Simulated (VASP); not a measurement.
# Al in VASP: relaxation of the atoms with LDA

Aim: the relaxation of the atoms of Al with LDA.

Program: VASP 6.6.1. These are calculated values, not measurements. Logs are shortened: lines on timing, memory, paths and dates and some standing lists are left out, and cuts for length are marked.

## (1) The cell of the first run

The cell holds a slab with vacuum, 5 atoms: a = 2.817 Å, b = 3.984 Å, c = 21.634 Å, α = 90.00°, β = 90.00°, γ = 90.00°.

## (2) Relaxation of the atoms, LDA

File INCAR:

```
PREC = Accurate ; ENCUT = 450
EDIFF = 1E-7 ; ISMEAR = -1
SIGMA = 0.05 ; LREAL = False
LASPH = True ; NELM = 120
ALGO = Normal ; ISIF = 2
LWAVE = False ; LCHARG = False
LDIPOL = True ; IDIPOL = 3
DIPOL = 0.5 0.5 0.500 ; GGA = CA
IBRION = 2 ; NSW = 32
EDIFFG = -0.01 ; GGA_COMPAT = False
NELMIN = 4 ; NELMDL = -8
```

File KPOINTS:

```
Automatic mesh
0
Gamma
  13 9 1
```

File POSCAR:

```
Al
1.0
    2.8168008949      0.0000000000      0.0000000000
    0.0000000000      3.9835580280      0.0000000000
    0.0000000000      0.0000000000     21.6336000000
Al
5
Direct
    0.0000000000      0.0000000000      0.3749259573
    0.5000000000      0.5000000000      0.4352217579
    0.0000000000      0.0000000000      0.4999999954
    0.5000000000      0.5000000000      0.5647782477
    0.0000000000      0.0000000000      0.6250740417
```

Potentials or basis: VASP PAW LDA potentials, release 64 (Al).

The run is started by

```sh
cat potpaw_LDA.64/Al/POTCAR > POTCAR
mpirun -np 1 vasp_std > vasp.out
```

OUTCAR:

```text
PREC = Accurate
   ENCUT = 450
   EDIFF = 1E-7
   ISMEAR = -1
   LREAL = False
   LASPH = True
   NELM = 120
   ISIF = 2
   GGA = CA
   IBRION = 2
   NSW = 32
   EDIFFG = -0.01
   NELMIN = 4
   NELMDL = -8

 ion  position               nearest neighbor table
   1  0.000  0.000  0.375-   3 2.71   2 2.77   2 2.77   2 2.77   2 2.77
   2  0.500  0.500  0.435-   1 2.77   1 2.77   1 2.77   1 2.77   4 2.80   3 2.81   3 2.81   3 2.81
                             3 2.81
   3  0.000  0.000  0.500-   1 2.71   5 2.71   2 2.81   2 2.81   2 2.81   2 2.81   4 2.81   4 2.81
                             4 2.81   4 2.81
   4  0.500  0.500  0.565-   5 2.77   5 2.77   5 2.77   5 2.77   2 2.80   3 2.81   3 2.81   3 2.81
                             3 2.81
   5  0.000  0.000  0.625-   3 2.71   4 2.77   4 2.77   4 2.77   4 2.77

  LATTYP: Found a simple orthorhombic cell.
 ALAT       =     2.8168008949
 B/A-ratio  =     1.4142135623
 C/A-ratio  =     7.6802020474

  Lattice vectors:

 A1 = (   2.8168008949,   0.0000000000,   0.0000000000)
 A2 = (   0.0000000000,   3.9835580280,   0.0000000000)
 A3 = (   0.0000000000,   0.0000000000,  21.6336000000)

Analysis of symmetry for initial positions (statically):
=====================================================================
 Subroutine PRICEL returns:
 Original cell was already a primitive cell.

 Routine SETGRP: Setting up the symmetry group for a
 simple orthorhombic supercell.

 Subroutine GETGRP returns: Found  8 space group operations
 (whereof  8 operations were pure point group operations)
 out of a pool of  8 trial point group operations.

The static configuration has the point symmetry D_2h.

Analysis of symmetry for dynamics (positions and initial velocities):
=====================================================================
 Subroutine PRICEL returns:
 Original cell was already a primitive cell.

 Routine SETGRP: Setting up the symmetry group for a
 simple orthorhombic supercell.

 Subroutine GETGRP returns: Found  8 space group operations
 (whereof  8 operations were pure point group operations)
 out of a pool of  8 trial point group operations.

The dynamic configuration has the point symmetry D_2h.

 Subroutine INISYM returns: Found  8 space group operations
 (whereof  8 operations are pure point group operations),
 and found     1 'primitive' translations

----------------------------------------------------------------------------------------

                                     Primitive cell

  volume of cell :     242.7482

  direct lattice vectors                    reciprocal lattice vectors
     2.816800895  0.000000000  0.000000000     0.355012668  0.000000000  0.000000000
     0.000000000  3.983558028  0.000000000     0.000000000  0.251031865  0.000000000
     0.000000000  0.000000000 21.633600000     0.000000000  0.000000000  0.046224392

  length of vectors
     2.816800895  3.983558028 21.633600000     0.355012668  0.251031865  0.046224392

  position of ions in fractional coordinates (direct lattice)
     0.000000000  0.000000000  0.374925957
     0.500000000  0.500000000  0.435221758
     0.000000000  0.000000000  0.499999995
     0.500000000  0.500000000  0.564778248
     0.000000000  0.000000000  0.625074042

  ion indices of the primitive-cell ions
   primitive index   ion index
                 1           1
                 2           2
                 3           3
                 4           4
                 5           5

----------------------------------------------------------------------------------------

 KPOINTS: Automatic mesh

Automatic generation of k-mesh.
 Grid dimensions read from file:
 generate k-points for:   13    9    1

 Generating k-lattice:

  Cartesian coordinates                     Fractional coordinates (reciprocal lattice)
     0.027308667  0.000000000  0.000000000     0.076923077  0.000000000  0.000000000
     0.000000000  0.027892429  0.000000000     0.000000000  0.111111111  0.000000000
     0.000000000  0.000000000  0.046224392     0.000000000  0.000000000  1.000000000

  Length of vectors
     0.027308667  0.027892429  0.046224392

  Shift w.r.t. Gamma in fractional coordinates (k-lattice)
     0.000000000  0.000000000  0.000000000

 Subroutine IBZKPT returns following result:
 ===========================================

 Found     35 irreducible k-points:

 Following reciprocal coordinates:
            Coordinates               Weight
  0.000000  0.000000  0.000000      1.000000
  0.076923  0.000000  0.000000      2.000000
  0.153846  0.000000  0.000000      2.000000
  0.230769  0.000000  0.000000      2.000000
  0.307692  0.000000  0.000000      2.000000
  0.384615  0.000000  0.000000      2.000000
[... 16 lines left out ...]
  0.076923  0.333333  0.000000      4.000000
  0.153846  0.333333  0.000000      4.000000
 [... further k-points ...]
   k-points           NKPTS =     35   k-points in BZ     NKDIM =     35   number of bands    NBANDS=     11
   number of dos      NEDOS =    301   number of ions     NIONS =      5
   total plane-waves  NPLWV =  84000
   dimension x,y,z NGX =    20 NGY =   28 NGZ =  150
   dimension x,y,z NGXF=    40 NGYF=   56 NGZF=  300
   ions per type =               5
   NGX,Y,Z   is equivalent  to a cutoff of  11.80, 11.69, 11.53 a.u.
   NGXF,Y,Z  is equivalent  to a cutoff of  23.61, 23.37, 23.05 a.u.
 SYSTEM =  unknown system
   PREC   = accura    normal or accurate (medium, high low for compatibility)
   ISTART =      0    job   : 0-new  1-cont  2-samecut
   ICHARG =      2    charge: 1-file 2-atom 10-const
   ISPIN  =      1    spin polarized calculation?
   LNONCOLLINEAR =      F non collinear calculations
   LSORBIT =      F    spin-orbit coupling
   LASPH  =      T    aspherical Exc in radial PAW
   ENCUT  =  450.0 eV  33.07 Ry    5.75 a.u.   4.87  6.89 37.42*2*pi/ulx,y,z
   NELM   =    120;   NELMIN=  4; NELMDL= -8     # of ELM steps
   EDIFF  = 0.1E-06   stopping-criterion for ELM
   LREAL  =      F    real-space projection
   EDIFFG = -.1E-01   stopping-criterion for IOM
   NSW    =     32    number of steps for IOM
   IBRION =      2    ionic relax: 0-MD 1-quasi-New 2-CG
   NFREE  =      1    steps in history (QN), initial steepest desc. (CG)
   ISIF   =      2    stress and relaxation
   ISYM   =      2    0-nonsym 1-usesym 2-fastsym
   POTIM  = 0.5000    time-step for ionic-motion
   TEBEG  =    0.0;   TEEND  =   0.0 temperature during run
   PSTRESS=    0.0 pullay stress
   NELECT =      15.0000    total number of electrons
   NUPDOWN=      -1.0000    fix difference up-down
   EMIN   =  10.00;   EMAX   =-10.00  energy-range for DOS
   EFERMI =   0.00;   METHOD = LEGACY
   ISMEAR =    -1;   SIGMA  =   0.05  broadening in eV -4-tet -1-fermi 0-gaus
   EFERMI_NEDOS =   21; number of points for ismear=-14 and -15
   IALGO  =     38    algorithm
   IMIX   =      4    mixing-type and parameters
     AMIX     =   0.40;   BMIX     =  1.00
     AMIX_MAG =   1.60;   BMIX_MAG =  1.00
  volume/ion in A,a.u.               =      48.55       327.63
  Fermi-wavevector in a.u.,A,eV,Ry     =   0.647222  1.223072  5.699429  0.418896
  Thomas-Fermi vector in A             =   1.715460
   LORBIT       =      0    0 simple, 1 ext, 2 COOP (PROOUT), +10 PAW based schemes
   GGA     = CA    functional components
   LHFCALC =     F    Hartree Fock is set to
   AEXX    =    0.0000 exact exchange contribution
   IVDW    =     0    specifies the selected vdW correction
   LEPSILON=     F    determine dielectric tensor
   LRPA    =     F    only Hartree local field effects (RPA)
 conjugate gradient relaxation of ions
 non-spin polarized calculation
  energy-cutoff  :      450.00
  volume of cell :      242.75
 maximum number of plane-waves:      5319
 NGX is ok and might be reduce to    20
   NGX =  9   NGY = 13   NGZ = 75

 number of electron      15.0000001 magnetization

 dipolmoment           0.000000      0.000000      0.000000 electrons x Angstroem

 Free energy of the ion-electron system (eV)
  ---------------------------------------------------
  ext. energy  EPLUGINS =         0.00000000
  ---------------------------------------------------
  free energy    TOTEN  =       -19.37469479 eV

  energy without entropy =      -19.36261685  energy(sigma->0) =      -19.36865582

 E-fermi :   0.0061     XC(G=0):  -4.3838

 val. band max:       -0.0102189578   @ k =   0.3077   0.2222   0.0000
 cond. band min:       0.1086783243   @ k =   0.2308   0.2222   0.0000
 fundamental gap:      0.1188972821
 Fermi energy:         0.0060628708

 k-point     1 :       0.0000    0.0000    0.0000
  band No.  band energies     occupation
      1     -10.9676      2.00000
      2      -9.1803      2.00000
      3      -6.3790      2.00000
      4      -3.4469      2.00000
      5      -2.6321      2.00000
      6      -1.1375      2.00000
      7      -0.9907      2.00000
      8      -0.7077      2.00000
      9       0.6640      0.00000
     10       1.7872      0.00000
     11       2.1664      0.00000

 k-point     2 :       0.0769    0.0000    0.0000
  band No.  band energies     occupation
      1     -10.8579      2.00000
      2      -9.0716      2.00000
      3      -6.2716      2.00000
      4      -3.3425      2.00000
      5      -2.5322      2.00000
      6      -1.0345      2.00000
      7      -0.8909      2.00000
      8      -0.6120      1.99999
      9       0.7633      0.00000
     10       1.8875      0.00000
     11       2.2523      0.00000

 k-point     3 :       0.1538    0.0000    0.0000
  band No.  band energies     occupation
      1     -10.5294      2.00000
      2      -8.7462      2.00000
      3      -5.9502      2.00000
      4      -3.0315      2.00000
      5      -2.2323      2.00000
      6      -0.7407      2.00000
      7      -0.5914      1.99999
      8      -0.3456      1.99824
      9       1.0462      0.00000
     10       1.8724      0.00000
     11       2.1885      0.00000

 k-point     4 :       0.2308    0.0000    0.0000
  band No.  band energies     occupation
      1      -9.9838      2.00000
      2      -8.2061      2.00000
      3      -5.4173      2.00000
      4      -2.5240      2.00000
      5      -1.7322      2.00000
      6      -0.7628      2.00000
      7      -0.0921      1.75385
      8      -0.0521      1.52350
      9       0.5642      0.00003
     10       1.0719      0.00000
     11       1.8575      0.00000

 k-point     5 :       0.3077    0.0000    0.0000
  band No.  band energies     occupation
      1      -9.2240      2.00000
      2      -7.4547      2.00000
      3      -4.6799      2.00000
      4      -2.4047      2.00000
      5      -1.8977      2.00000
      6      -1.0312      2.00000
      7      -0.4767      1.99987
      8       0.6057      0.00001
      9       0.6070      0.00001
     10       1.0112      0.00000
     11       2.1971      0.00000
[... 211 lines left out ...]
 k-point    21 :       0.4615    0.2222    0.0000
  band No.  band energies     occupation
      1      -6.6392      2.00000
      2      -5.2654      2.00000
      3      -4.9324      2.00000
      4      -3.5177      2.00000
      5      -2.3094      2.00000
      6      -1.6368      2.00000
      7      -0.7389      2.00000
      8      -0.2764      1.99298
      9      -0.0676      1.62704
     10       0.7261      0.00000
     11       1.4058      0.00000

 k-point    22 :       0.0000    0.3333    0.0000
  band No.  band energies     occupation
      1      -9.9464      2.00000
      2      -8.1904      2.00000
      3      -6.9323      2.00000
      4      -5.3820      2.00000
      5      -5.1300      2.00000
      6      -2.5622      2.00000
      7      -2.3810      2.00000
      8       0.4574      0.00024
      9       0.9783      0.00000
     10       3.1619      0.00000
     11       3.9807      0.00000

 k-point    23 :       0.0769    0.3333    0.0000
  band No.  band energies     occupation
      1      -9.8376      2.00000
      2      -8.0826      2.00000
      3      -6.8260      2.00000
      4      -5.2750      2.00000
      5      -5.0244      2.00000
      6      -2.4593      2.00000
      7      -2.2785      2.00000
      8       0.5526      0.00004
      9       1.0798      0.00000
     10       3.2514      0.00000
     11       4.0663      0.00000

 k-point    24 :       0.1538    0.3333    0.0000
  band No.  band energies     occupation
      1      -9.5117      2.00000
      2      -7.7598      2.00000
      3      -6.5077      2.00000
      4      -4.9548      2.00000
      5      -4.7087      2.00000
      6      -2.1524      2.00000
      7      -1.9721      2.00000
      8       0.8130      0.00000
      9       1.3813      0.00000
     10       2.7166      0.00000
     11       3.4235      0.00000

 [... further k-points ...]

------------------------ aborting loop because EDIFF is reached ----------------------------------------

 vacuum level on the upper side and lower side of the slab       (xc-potential included)        -0.091        -0.091

  FORCE on cell =-STRESS in cart. coord.  units (eV):
  Direction    XX          YY          ZZ          XY          YZ          ZX
  --------------------------------------------------------------------------------------
  -------------------------------------------------------------------------------------
  Total       -1.1716158     -0.2119889      0.0291291      0.0000000      0.0000000      0.0000000
  in kB       -7.7328520     -1.3991607      0.1922569      0.0000000      0.0000000      0.0000000
  external PRESSURE =      -2.9799186 kB  Pullay stress =       0.0000000 kB

 VOLUME and BASIS-vectors are now :
 -----------------------------------------------------------------------------
  energy-cutoff  :      450.00
  volume of cell :      242.75
      direct lattice vectors                 reciprocal lattice vectors
     2.816800895  0.000000000  0.000000000     0.355012668  0.000000000  0.000000000
     0.000000000  3.983558028  0.000000000     0.000000000  0.251031865  0.000000000
     0.000000000  0.000000000 21.633600000     0.000000000  0.000000000  0.046224392

 POSITION                                       TOTAL-FORCE (eV/Angst)
 -----------------------------------------------------------------------------------
      0.00000      0.00000      8.11100         0.000000      0.000000     -0.006140
      1.40840      1.99178      9.41541         0.000000      0.000000      0.000072
      0.00000      0.00000     10.81680         0.000000      0.000000      0.000000
      1.40840      1.99178     12.21819         0.000000      0.000000     -0.000072
      0.00000      0.00000     13.52260         0.000000      0.000000      0.006140
 -----------------------------------------------------------------------------------
    total drift:                               -0.000000     -0.000000     -0.000002

  FREE ENERGIE OF THE ION-ELECTRON SYSTEM (eV)
  ---------------------------------------------------
  free  energy   TOTEN  =       -19.3746947923 eV

  energy  without entropy=      -19.3626168465  energy(sigma->0) =      -19.36865582

 reached required accuracy - stopping structural energy minimisation

 vacuum level on the upper side and lower side of the slab         4.042         4.042
```

Wall time 2.6 min (1 thread of Intel Xeon Platinum 8259CL at 2.50GHz (Skylake/Cascade Lake), shared host); peak memory 0.24 GiB.

Results:

| Quantity | Value |
| --- | --- |
| Free energy | -19.3747 eV |
| Largest force after relaxing | 0.006 eV/Å |
| Band gap on the k mesh | zero (an odd number of electrons rules out a gap without spin polarisation) |

Forces in eV/Å, atoms in the order of the input:
```
Al   0.000  0.000 -0.006
Al   0.000  0.000  0.000
Al   0.000  0.000  0.000
Al   0.000  0.000  0.000
Al   0.000  0.000  0.006
```

Final structure:
```cif
data_structure
_symmetry_space_group_name_H-M 'P 1'
_symmetry_Int_Tables_number 1
_cell_length_a 2.8168
_cell_length_b 3.9836
_cell_length_c 21.6336
_cell_angle_alpha 90.000
_cell_angle_beta 90.000
_cell_angle_gamma 90.000
_cell_volume 242.75
loop_
_atom_site_label
_atom_site_type_symbol
_atom_site_fract_x
_atom_site_fract_y
_atom_site_fract_z
_atom_site_occupancy
Al1 Al 0.00000 0.00000 0.37493 1
Al2 Al 0.50000 0.50000 0.43522 1
Al3 Al 0.00000 0.00000 0.50000 1
Al4 Al 0.50000 0.50000 0.56478 1
Al5 Al 0.00000 0.00000 0.62507 1
```

Levels at points of the mesh, in eV from the Fermi level:
```csv
k point,band 3,band 4,band 5,band 6,band 7,band 8,band 9,band 10,band 11
"(0.00, 0.00, 0.00)",-6.39,-3.45,-2.64,-1.14,-1.00,-0.71,0.66,1.78,2.16
```

Caveat: the relaxation stopped at its first step, so nothing moved.

The gap in the log of VASP goes by the Fermi energy; the results here count the filled bands.